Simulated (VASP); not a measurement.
# Ge5H12 in VASP: single point with PBE

Aim: the single point of Ge5H12 with PBE.

All numbers are computed with VASP 6.6.1; they aren't measurements. Logs are shortened: lines on timing, memory, paths and dates and some standing lists are left out, and cuts for length are marked.

## 1. The cell of the first run

The cell holds a cluster in a box, 17 atoms: a = 14.100 Å, b = 14.400 Å, c = 13.300 Å, α = 90.00°, β = 90.00°, γ = 90.00°.

## 2. Single point, PBE

INCAR

```
PREC = Accurate
ENCUT = 520
EDIFF = 1E-7
ISMEAR = 0
SIGMA = 0.05
LREAL = Auto
LASPH = True
NELM = 100
ALGO = Normal
ISIF = 2
LWAVE = False
LCHARG = False
GGA = PE
NBANDS = 55
```

KPOINTS

```
regular mesh
0
Gamma
  1 1 1
```

POSCAR

```
Ge5H12
1.0
   14.1000000000      0.0000000000      0.0000000000
    0.0000000000     14.4000000000      0.0000000000
    0.0000000000      0.0000000000     13.3000000000
Ge H
5 12
Direct
    0.5736450347      0.3318578822      0.6043936658
    0.4466633299      0.6497718173      0.5015727047
    0.5459518609      0.5449968489      0.4034767636
    0.6529590176      0.4477695743      0.5015606208
    0.3282704670      0.5721046467      0.6043810733
    0.5150462091      0.3786281178      0.6878892136
    0.5063836374      0.2728690737      0.5392773705
    0.6470211573      0.2670577751      0.6536737814
    0.5104341365      0.7101299248      0.5697307008
    0.3955167283      0.7161489279      0.4280632584
    0.4815409791      0.4819339741      0.3388492733
    0.6061454433      0.6039408472      0.3300527180
    0.7207321143      0.3976740784      0.4280456009
    0.7146199200      0.5102087287      0.5697030813
    0.3760241357      0.5147176868      0.6878764922
    0.2680339750      0.5062525447      0.5392474493
    0.2620851951      0.6439468649      0.6536604526
```

Potentials or basis: VASP PAW PBE potentials, release 64 (Ge_d, H).

On the command line:

```console
$ cat potpaw_PBE.64/Ge_d/POTCAR potpaw_PBE.64/H/POTCAR > POTCAR
$ mpirun -np 1 vasp_gam > vasp.out
```

OUTCAR:

```text
PREC = Accurate
   ENCUT = 520
   EDIFF = 1E-7
   ISMEAR = 0
   LREAL = Auto
   LASPH = True
   NELM = 100
   ISIF = 2
   GGA = PE

 ion  position               nearest neighbor table
   1  0.574  0.332  0.604-   6 1.54   8 1.54   7 1.54   4 2.43
   2  0.447  0.650  0.502-   9 1.54  10 1.55   5 2.43   3 2.44
   3  0.546  0.545  0.403-  11 1.55  12 1.55   4 2.44   2 2.44
   4  0.653  0.448  0.502-  14 1.54  13 1.55   1 2.43   3 2.44
   5  0.328  0.572  0.604-  15 1.54  17 1.54  16 1.54   2 2.43
   6  0.515  0.379  0.688-   1 1.54
   7  0.506  0.273  0.539-   1 1.54
   8  0.647  0.267  0.654-   1 1.54
   9  0.510  0.710  0.570-   2 1.54
  10  0.396  0.716  0.428-   2 1.55
  11  0.482  0.482  0.339-   3 1.55
  12  0.606  0.604  0.330-   3 1.55
  13  0.721  0.398  0.428-   4 1.55
  14  0.715  0.510  0.570-   4 1.54
  15  0.376  0.515  0.688-   5 1.54
  16  0.268  0.506  0.539-   5 1.54
  17  0.262  0.644  0.654-   5 1.54

  LATTYP: Found a simple orthorhombic cell.
 ALAT       =    13.3000000000
 B/A-ratio  =     1.0601503759
 C/A-ratio  =     1.0827067669

  Lattice vectors:

 A1 = (   0.0000000000,   0.0000000000,  13.3000000000)
 A2 = (  14.1000000000,   0.0000000000,   0.0000000000)
 A3 = (   0.0000000000,  14.4000000000,   0.0000000000)

Analysis of symmetry for initial positions (statically):
=====================================================================
 Subroutine PRICEL returns:
 Original cell was already a primitive cell.

 Routine SETGRP: Setting up the symmetry group for a
 simple orthorhombic supercell.

 Subroutine GETGRP returns: Found  1 space group operations
 (whereof  1 operations were pure point group operations)
 out of a pool of  8 trial point group operations.

The static configuration has the point symmetry C_1 .

Analysis of symmetry for dynamics (positions and initial velocities):
=====================================================================
 Subroutine PRICEL returns:
 Original cell was already a primitive cell.

 Routine SETGRP: Setting up the symmetry group for a
 simple orthorhombic supercell.

 Subroutine GETGRP returns: Found  1 space group operations
 (whereof  1 operations were pure point group operations)
 out of a pool of  8 trial point group operations.

The dynamic configuration has the point symmetry C_1 .

 Subroutine INISYM returns: Found  1 space group operations
 (whereof  1 operations are pure point group operations),
 and found     1 'primitive' translations

----------------------------------------------------------------------------------------

                                     Primitive cell

  volume of cell :    2700.4320

  direct lattice vectors                    reciprocal lattice vectors
    14.100000000  0.000000000  0.000000000     0.070921986  0.000000000  0.000000000
     0.000000000 14.400000000  0.000000000     0.000000000  0.069444444  0.000000000
     0.000000000  0.000000000 13.300000000     0.000000000  0.000000000  0.075187970

  length of vectors
    14.100000000 14.400000000 13.300000000     0.070921986  0.069444444  0.075187970

  position of ions in fractional coordinates (direct lattice)
     0.573645035  0.331857882  0.604393666
     0.446663330  0.649771817  0.501572705
     0.545951861  0.544996849  0.403476764
     0.652959018  0.447769574  0.501560621
     0.328270467  0.572104647  0.604381073
     0.515046209  0.378628118  0.687889214
     0.506383637  0.272869074  0.539277371
     0.647021157  0.267057775  0.653673781
     0.510434137  0.710129925  0.569730701
     0.395516728  0.716148928  0.428063258
     0.481540979  0.481933974  0.338849273
     0.606145443  0.603940847  0.330052718
     0.720732114  0.397674078  0.428045601
     0.714619920  0.510208729  0.569703081
     0.376024136  0.514717687  0.687876492
     0.268033975  0.506252545  0.539247449
     0.262085195  0.643946865  0.653660453

  ion indices of the primitive-cell ions
   primitive index   ion index
                 1           1
                 2           2
                 3           3
                 4           4
                 5           5
                 6           6
                 7           7
                 8           8
                 9           9
                10          10
                11          11
                12          12
                13          13
                14          14
                15          15
                16          16
                17          17

----------------------------------------------------------------------------------------

 KPOINTS: regular mesh

Automatic generation of k-mesh.
 Grid dimensions read from file:
 generate k-points for:    1    1    1

 Generating k-lattice:

  Cartesian coordinates                     Fractional coordinates (reciprocal lattice)
     0.070921986  0.000000000  0.000000000     1.000000000  0.000000000  0.000000000
     0.000000000  0.069444444  0.000000000     0.000000000  1.000000000  0.000000000
     0.000000000  0.000000000  0.075187970     0.000000000  0.000000000  1.000000000

  Length of vectors
     0.070921986  0.069444444  0.075187970

  Shift w.r.t. Gamma in fractional coordinates (k-lattice)
     0.000000000  0.000000000  0.000000000

 Subroutine IBZKPT returns following result:
 ===========================================

 Found      1 irreducible k-points:

 Following reciprocal coordinates:
            Coordinates               Weight
  0.000000  0.000000  0.000000      1.000000
   k-points           NKPTS =      1   k-points in BZ     NKDIM =      1   number of bands    NBANDS=     55
   number of dos      NEDOS =    301   number of ions     NIONS =     17
   total plane-waves  NPLWV = ******
   dimension x,y,z NGX =   108 NGY =  108 NGZ =  100
   dimension x,y,z NGXF=   216 NGYF=  216 NGZF=  200
   ions per type =               5  12
   NGX,Y,Z   is equivalent  to a cutoff of  12.73, 12.47, 12.50 a.u.
   NGXF,Y,Z  is equivalent  to a cutoff of  25.47, 24.94, 25.00 a.u.
 SYSTEM =  unknown system
   PREC   = accura    normal or accurate (medium, high low for compatibility)
   ISTART =      0    job   : 0-new  1-cont  2-samecut
   ICHARG =      2    charge: 1-file 2-atom 10-const
   ISPIN  =      1    spin polarized calculation?
   LNONCOLLINEAR =      F non collinear calculations
   LSORBIT =      F    spin-orbit coupling
   LASPH  =      T    aspherical Exc in radial PAW
   ENCUT  =  520.0 eV  38.22 Ry    6.18 a.u.  26.22 26.77 24.73*2*pi/ulx,y,z
   NELM   =    100;   NELMIN=  2; NELMDL= -5     # of ELM steps
   EDIFF  = 0.1E-06   stopping-criterion for ELM
   LREAL  =      T    real-space projection
   EDIFFG = 0.1E-05   stopping-criterion for IOM
   NSW    =      0    number of steps for IOM
   IBRION =     -1    ionic relax: 0-MD 1-quasi-New 2-CG
   NFREE  =      0    steps in history (QN), initial steepest desc. (CG)
   ISIF   =      2    stress and relaxation
   ISYM   =      2    0-nonsym 1-usesym 2-fastsym
   POTIM  = 0.5000    time-step for ionic-motion
   TEBEG  =    0.0;   TEEND  =   0.0 temperature during run
   PSTRESS=    0.0 pullay stress
   NELECT =      82.0000    total number of electrons
   NUPDOWN=      -1.0000    fix difference up-down
   EMIN   =  10.00;   EMAX   =-10.00  energy-range for DOS
   EFERMI =   0.00;   METHOD = LEGACY
   ISMEAR =     0;   SIGMA  =   0.05  broadening in eV -4-tet -1-fermi 0-gaus
   EFERMI_NEDOS =   21; number of points for ismear=-14 and -15
   IALGO  =     38    algorithm
   IMIX   =      4    mixing-type and parameters
     AMIX     =   0.40;   BMIX     =  1.00
     AMIX_MAG =   1.60;   BMIX_MAG =  1.00
  volume/ion in A,a.u.               =     158.85      1071.97
  Fermi-wavevector in a.u.,A,eV,Ry     =   0.510742  0.965163  3.549182  0.260858
  Thomas-Fermi vector in A             =   1.523894
   LORBIT       =      0    0 simple, 1 ext, 2 COOP (PROOUT), +10 PAW based schemes
   GGA     = PE    functional components
   LHFCALC =     F    Hartree Fock is set to
   AEXX    =    0.0000 exact exchange contribution
   IVDW    =     0    specifies the selected vdW correction
   LEPSILON=     F    determine dielectric tensor
   LRPA    =     F    only Hartree local field effects (RPA)
 non-spin polarized calculation
 Gauss-broadening in eV      SIGMA  =   0.05
  energy-cutoff  :      520.00
  volume of cell :     2700.43
 maximum number of plane-waves:     36305
 NGX is ok and might be reduce to   108
   NGX = 53   NGY = 53   NGZ = 49

 number of electron      82.0000038 magnetization

 Free energy of the ion-electron system (eV)
  ---------------------------------------------------
  ext. energy  EPLUGINS =         0.00000000
  ---------------------------------------------------
  free energy    TOTEN  =       -61.16877213 eV

  energy without entropy =      -61.16877213  energy(sigma->0) =      -61.16877213

 E-fermi :  -5.9430     XC(G=0):  -1.1791

 val. band max:       -6.2059844101   @ k =   0.0000   0.0000   0.0000
 cond. band min:      -1.0763121401   @ k =   0.0000   0.0000   0.0000
 fundamental gap:      5.1296722700
 Fermi energy:        -5.9430276003

 k-point     1 :       0.0000    0.0000    0.0000
  band No.  band energies     occupation
      1     -28.3846      2.00000
      2     -28.3723      2.00000
      3     -28.3607      2.00000
      4     -28.3592      2.00000
      5     -28.2834      2.00000
      6     -28.2799      2.00000
      7     -28.2791      2.00000
      8     -28.2669      2.00000
      9     -28.2589      2.00000
     10     -28.2556      2.00000
     11     -28.2531      2.00000
     12     -28.2265      2.00000
     13     -28.2193      2.00000
     14     -28.2057      2.00000
     15     -28.1954      2.00000
     16     -28.1824      2.00000
     17     -28.1737      2.00000
     18     -28.1649      2.00000
     19     -28.1545      2.00000
     20     -28.1504      2.00000
     21     -28.1499      2.00000
     22     -28.1351      2.00000
     23     -28.1248      2.00000
     24     -28.1056      2.00000
     25     -28.0854      2.00000
     26     -14.7121      2.00000
     27     -14.1781      2.00000
     28     -13.4241      2.00000
     29     -12.4997      2.00000
     30     -11.7459      2.00000
     31      -8.4735      2.00000
     32      -8.2527      2.00000
     33      -8.2165      2.00000
     34      -7.9454      2.00000
     35      -7.9054      2.00000
     36      -7.7651      2.00000
     37      -7.5371      2.00000
     38      -7.0318      2.00000
     39      -6.7863      2.00000
     40      -6.3943      2.00000
     41      -6.2060      2.00000
     42      -1.0763      0.00000
     43      -0.8178      0.00000
     44      -0.7453      0.00000
     45      -0.5661      0.00000
     46      -0.1763      0.00000
     47      -0.0822      0.00000
     48       0.0009      0.00000
     49       0.3435      0.00000
     50       0.4044      0.00000
     51       0.4198      0.00000
     52       0.4718      0.00000
     53       0.5703      0.00000
 [bands above 53 left out]

------------------------ aborting loop because EDIFF is reached ----------------------------------------

  FORCE on cell =-STRESS in cart. coord.  units (eV):
  Direction    XX          YY          ZZ          XY          YZ          ZX
  --------------------------------------------------------------------------------------
  -------------------------------------------------------------------------------------
  Total       -0.3851412     -0.3778650     -0.4039486     -0.0027218     -0.0458960     -0.0471508
  in kB       -0.2285059     -0.2241889     -0.2396643     -0.0016148     -0.0272303     -0.0279748
  external PRESSURE =      -0.2307864 kB  Pullay stress =       0.0000000 kB

 VOLUME and BASIS-vectors are now :
 -----------------------------------------------------------------------------
  energy-cutoff  :      520.00
  volume of cell :     2700.43
      direct lattice vectors                 reciprocal lattice vectors
    14.100000000  0.000000000  0.000000000     0.070921986  0.000000000  0.000000000
     0.000000000 14.400000000  0.000000000     0.000000000  0.069444444  0.000000000
     0.000000000  0.000000000 13.300000000     0.000000000  0.000000000  0.075187970

 POSITION                                       TOTAL-FORCE (eV/Angst)
 -----------------------------------------------------------------------------------
      8.08839      4.77875      8.03844        -0.022003     -0.014524      0.005874
      6.29795      9.35671      6.67092         0.003769      0.041661      0.011692
      7.69792      7.84795      5.36624        -0.003003     -0.004366     -0.049484
      9.20672      6.44788      6.67076         0.039517      0.003174      0.010663
      4.62861      8.23831      8.03827        -0.012707     -0.023280      0.005865
      7.26215      5.45224      9.14893         0.014414     -0.011971     -0.024543
      7.14001      3.92931      7.17239         0.021320      0.016695      0.021203
      9.12300      3.84563      8.69386        -0.017614      0.013752     -0.010898
      7.19712     10.22587      7.57742        -0.016741     -0.018623     -0.019280
      5.57679     10.31254      5.69324         0.017177     -0.019183      0.020466
      6.78973      6.93985      4.50670         0.019080      0.019326      0.021261
      8.54665      8.69675      4.38970        -0.023190     -0.022865      0.019886
     10.16232      5.72651      5.69301        -0.019311      0.017393      0.020532
     10.07614      7.34701      7.57705        -0.018943     -0.016460     -0.019252
      5.30194      7.41193      9.14876        -0.012136      0.014610     -0.024468
      3.77928      7.29004      7.17199         0.016562      0.021961      0.021317
      3.69540      9.27283      8.69368         0.013809     -0.017300     -0.010836
 -----------------------------------------------------------------------------------
    total drift:                                0.001855     -0.002162     -0.000610

  FREE ENERGIE OF THE ION-ELECTRON SYSTEM (eV)
  ---------------------------------------------------
  free  energy   TOTEN  =       -61.1687721327 eV

  energy  without entropy=      -61.1687721327  energy(sigma->0) =      -61.16877213
```

Wall time 9.4 min (1 thread of Intel Xeon Platinum 8124M at 3.00GHz (Skylake/Cascade Lake), shared host); peak memory 1.8 GiB.

Results:

| Item | Value |
| --- | --- |
| Free energy | -61.1688 eV |
| Largest force | 0.050 eV/Å |
| Gap between the frontier levels | 5.13 eV |

Forces in eV/Å, atoms in the order of the input:
```
Ge  -0.022 -0.015  0.006
Ge   0.004  0.042  0.012
Ge  -0.003 -0.004 -0.049
Ge   0.040  0.003  0.011
Ge  -0.013 -0.023  0.006
H    0.014 -0.012 -0.025
H    0.021  0.017  0.021
H   -0.018  0.014 -0.011
H   -0.017 -0.019 -0.019
H    0.017 -0.019  0.020
H    0.019  0.019  0.021
H   -0.023 -0.023  0.020
H   -0.019  0.017  0.021
H   -0.019 -0.016 -0.019
H   -0.012  0.015 -0.024
H    0.017  0.022  0.021
H    0.014 -0.017 -0.011
```
